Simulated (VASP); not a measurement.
Input of a VASP 6.6.1 run:

File INCAR:

```
ALGO = Normal
EDIFF = 1E-7
ENCUT = 520
GGA = PE
ISIF = 2
ISMEAR = -1
LASPH = T
LCHARG = T
LELF = T
LREAL = F
LVHAR = T
LWAVE = F
NBANDS = 26
NELM = 60
PREC = Accurate
SIGMA = 0.02
```

Contents of KPOINTS:

```
k-points
0
Gamma
  12 12 4
```

POSCAR

```
ZnSe
1.0
    4.0745881499      0.0000000000      0.0000000000
   -2.0372940749      3.5286968478      0.0000000000
    0.0000000000      0.0000000000      6.0605114207
Zn Se
2 2
Direct
    0.3333333333      0.6666666667      0.2500000000
    0.6666666667      0.3333333333      0.7500000000
    0.6666666667      0.3333333333      0.2500000000
    0.3333333333      0.6666666667      0.7500000000
```

Potentials or basis: VASP PAW PBE potentials, release 64 (Zn, Se).

The run is started by

```console
$ cat potpaw_PBE.64/Zn/POTCAR potpaw_PBE.64/Se/POTCAR > POTCAR
$ mpirun -np 1 vasp_std > vasp.out
```

What does it give for the band gap on the k mesh?

0.47 eV.

What does it give for the pressure?

6.4 GPa.

Stress tensor (GPa, compression positive):
```
7.97 0.00 0.00
0.00 7.97 0.00
0.00 0.00 3.18
```

Caveat: the cell differs from its parent crystal (strain -1.9%); the cell stands under pressure; semilocal functionals underestimate gaps, and a narrow one can read as zero. A k mesh can miss the band edges.
